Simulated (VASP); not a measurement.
# KI in VASP: further runs, part 3 of 3

VASP 6.6.1.

### 6 Single point, PBEsol (strain +0.000 along x and y, -0.040 along z)

File INCAR:

```
SYSTEM = KI
  PREC = Accurate
  ENCUT = 520
  EDIFF = 1E-7
  ISMEAR = 0
  SIGMA = 0.05
  LREAL = .False.
  LASPH = .True.
  NELM = 100
  ALGO = Normal
  ISIF = 2
  LWAVE = .False.
  LCHARG = .False.
  GGA = PS
  NBANDS = 15
```

File KPOINTS:

```
regular mesh
0
Gamma
  6 6 6
  0 0 0
```

File POSCAR:

```
KI
1.0
    4.2911966600      0.0000000000      0.0000000000
    0.0000000000      4.2911966600      0.0000000000
    0.0000000000      0.0000000000      4.1195487936
K I
1 1
Direct
    0.0000000000      0.0000000000      0.0000000000
    0.5000000000      0.5000000000      0.5000000000
```

Potentials or basis: VASP PAW PBE potentials, release 64 (K_sv, I).

Started as:

```sh
cat potpaw_PBE.64/K_sv/POTCAR potpaw_PBE.64/I/POTCAR > POTCAR
mpirun -np 1 vasp_std > vasp.out
```

OUTCAR:

```text
SYSTEM = KI
   PREC = Accurate
   ENCUT = 520
   EDIFF = 1E-7
   ISMEAR = 0
   LREAL = .False.
   LASPH = .True.
   NELM = 100
   ISIF = 2
   GGA = PS

 ion  position               nearest neighbor table
   1  0.000  0.000  0.000-   2 3.67   2 3.67   2 3.67   2 3.67   2 3.67   2 3.67   2 3.67   2 3.67

   2  0.500  0.500  0.500-   1 3.67   1 3.67   1 3.67   1 3.67   1 3.67   1 3.67   1 3.67   1 3.67

  LATTYP: Found a simple tetragonal cell.
 ALAT       =     4.2911966600
 C/A-ratio  =     0.9600000000

  Lattice vectors:

 A1 = (   4.2911966600,   0.0000000000,   0.0000000000)
 A2 = (   0.0000000000,   4.2911966600,   0.0000000000)
 A3 = (   0.0000000000,   0.0000000000,   4.1195487936)

Analysis of symmetry for initial positions (statically):
=====================================================================
 Subroutine PRICEL returns:
 Original cell was already a primitive cell.

 Routine SETGRP: Setting up the symmetry group for a
 simple tetragonal supercell.

 Subroutine GETGRP returns: Found 16 space group operations
 (whereof 16 operations were pure point group operations)
 out of a pool of 16 trial point group operations.

The static configuration has the point symmetry D_4h.

[... 169 lines left out ...]
  band No.  band energies     occupation
      1     -28.1025      2.00000
      2     -11.6210      2.00000
      3     -11.6210      2.00000
      4     -11.6166      2.00000
      5     -10.2531      2.00000
      6       0.5715      2.00000
      7       0.5715      2.00000
      8       0.8760      2.00000
      9       4.3180      0.00000
     10       5.5402      0.00000
     11       5.7520      0.00000
     12       9.2924      0.00000
     13       9.5914      0.00000
     14       9.5914      0.00000
[... 401 lines left out ...]
      2     -11.7364      2.00000
      3     -11.7129      2.00000
      4     -11.5971      2.00000
      5      -9.8516      2.00000
      6      -0.9143      2.00000
      7      -0.4975      2.00000
      8       0.8888      2.00000
      9       5.4106      0.00000
     10       6.6261      0.00000
     11       7.8972      0.00000
     12       8.1384      0.00000
     13       8.8641      0.00000
     14       9.9450      0.00000
     15      10.5589      0.00000

 [... further k-points ...]
[... 5 lines left out ...]
  --------------------------------------------------------------------------------------
  -------------------------------------------------------------------------------------
  Total       -0.2064280     -0.2064280      0.4103021      0.0000000     -0.0000000      0.0000000
  in kB       -4.3598617     -4.3598617      8.6657842      0.0000000     -0.0000000      0.0000000
  external PRESSURE =      -0.0179797 kB  Pullay stress =       0.0000000 kB

 VOLUME and BASIS-vectors are now :
 -----------------------------------------------------------------------------
  energy-cutoff  :      520.00
  volume of cell :       75.86
      direct lattice vectors                 reciprocal lattice vectors
     4.291196660  0.000000000  0.000000000     0.233035230  0.000000000  0.000000000
     0.000000000  4.291196660  0.000000000     0.000000000  0.233035230  0.000000000
     0.000000000  0.000000000  4.119548794     0.000000000  0.000000000  0.242745031

 POSITION                                       TOTAL-FORCE (eV/Angst)
 -----------------------------------------------------------------------------------
      0.00000      0.00000      0.00000         0.000000      0.000000      0.000000
      2.14560      2.14560      2.05977         0.000000      0.000000      0.000000
 -----------------------------------------------------------------------------------
    total drift:                                0.000000     -0.000000     -0.000000

  FREE ENERGIE OF THE ION-ELECTRON SYSTEM (eV)
  ---------------------------------------------------
  free  energy   TOTEN  =        -5.7196407863 eV

  energy  without entropy=       -5.7196407863  energy(sigma->0) =       -5.71964079
```

OSZICAR:

```text
N       E                     dE             d eps       ncg     rms          rms(c)
DAV:   1     0.893431374516E+02    0.89343E+02   -0.65594E+03  1200   0.920E+02
DAV:   2    -0.728990370208E+00   -0.90072E+02   -0.83109E+02  1559   0.220E+02
DAV:   3    -0.561291162891E+01   -0.48839E+01   -0.48599E+01  1760   0.436E+01
DAV:   4    -0.582333711228E+01   -0.21043E+00   -0.21038E+00  1819   0.810E+00
DAV:   5    -0.582481360450E+01   -0.14765E-02   -0.14765E-02  1750   0.694E-01    0.279E+00
DAV:   6    -0.573796786058E+01    0.86846E-01   -0.57743E-02  1508   0.198E+00    0.204E+00
DAV:   7    -0.571802468801E+01    0.19943E-01   -0.80221E-02  1550   0.183E+00    0.808E-01
DAV:   8    -0.571956364696E+01   -0.15390E-02   -0.13536E-02  1387   0.882E-01    0.207E-01
DAV:   9    -0.571959105766E+01   -0.27411E-04   -0.57380E-04  1690   0.168E-01    0.833E-02
DAV:  10    -0.571963871832E+01   -0.47661E-04   -0.18139E-04  1428   0.101E-01    0.219E-02
DAV:  11    -0.571963913030E+01   -0.41198E-06   -0.70888E-06  1733   0.163E-02    0.147E-02
DAV:  12    -0.571963990368E+01   -0.77337E-06   -0.33371E-06  1389   0.116E-02    0.182E-02
DAV:  13    -0.571964082986E+01   -0.92619E-06   -0.32486E-07  1564   0.484E-03    0.291E-03
DAV:  14    -0.571964078634E+01    0.43522E-07   -0.29812E-08  1279   0.111E-03
   1 F= -.57196408E+01 E0= -.57196408E+01  d E =-.548753E-18
```

It took 40 s on 1 thread of AMD EPYC 9R45 (Zen 5), shared host; peak memory 0.17 GiB.

Results:

```yaml
Free_energy: -5.7196 eV
Pressure: 0.0 GPa
Band_gap_on_the_k_mesh: 3.10 eV, indirect (least direct gap 3.44 eV)
```

Caveat: the cell differs from its parent crystal (strain +0.000 along x and y, -0.040 along z); the PAW data sets were made with another functional, which shifts forces and pressure a little; spin-orbit coupling is left out, which moves the levels of the heavy elements. A k mesh can miss the band edges.

### 7 The runs side by side

| cell | gap on the mesh (eV) | pressure (GPa) |
| --- | --- | --- |
| a = 4.634 Å, 2 atoms | 2.76 | -2.0 |
| a = 3.948, b = 3.948, c = 4.120 Å, 2 atoms | 3.38 | 3.7 |
| a = 4.120, b = 4.120, c = 3.948 Å, 2 atoms | 3.34 | 2.5 |
| a = 4.120, b = 4.120, c = 4.291 Å, 2 atoms | 3.27 | 0.7 |
| a = 4.291, b = 4.291, c = 4.120 Å, 2 atoms | 3.10 | 0.0 |

Alike in all rows: task single point; level PBEsol; potentials or basis VASP PAW PBE potentials, release 64 (K_sv, I); no spin polarisation; k mesh 6 × 6 × 6; cutoff (eV) 520; smearing gaussian 0.05 eV.

Caveats: the PAW data sets were made with another functional, which shifts forces and pressure a little; spin-orbit coupling is left out, which moves the levels of the heavy elements.

Total energies depend on the potentials used, so only differences within one code and one set of settings carry meaning.
